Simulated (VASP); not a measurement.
Sb:

```
Sb
1.0
    -2.79115    2.79115    2.79115
     2.79115   -2.79115    2.79115
     2.79115    2.79115   -2.79115
Sb
3
Direct
  0.00000 0.50000 0.50000
  0.50000 0.00000 0.50000
  0.50000 0.50000 0.00000
```

* Program: VASP 6.6.1
* Task: relaxation of cell and atoms
* Functional: PBE
* Potentials or basis: VASP PAW PBE potentials, release 64 (Sb)
* Cutoff: 600 eV
* k mesh: 4 × 4 × 4
* Occupations: gaussian, width 0.1 eV
* Spin: no spin polarisation

At the start: pressure 11.8 GPa; volume 28.99 Å³/atom.

**Question.** How do energy, volume and symmetry change on relaxing?

**Answer.** Over 3 steps the energy falls by 190.6 meV/atom and the volume is 35.03 Å³/atom (+20.8 %); space group Im-3m (No. 229, to 0.05 Å).

The path:
| step | energy change (eV) | largest force (eV/Å) | pressure (GPa) | volume (Å³) |
| --- | --- | --- | --- | --- |
| 1 | 0.0000 | 0.0000 | 11.78 | 86.98 |
| 2 | -0.4312 | 0.0000 | -3.46 | 116.66 |
| 3 | -0.5718 | 0.0000 | -0.05 | 105.09 |

Final structure:
```
Sb
1.0
    -2.97280    2.97280    2.97280
     2.97280   -2.97280    2.97280
     2.97280    2.97280   -2.97280
Sb
3
Cartesian
  2.9728 0.0000 0.0000
  0.0000 2.9728 0.0000
  0.0000 0.0000 2.9728
```

Caveat: the k points lie up to 0.37 Å⁻¹ apart in the final cell; the volume moved by over 15 % at a fixed basis, so the end points are rough.
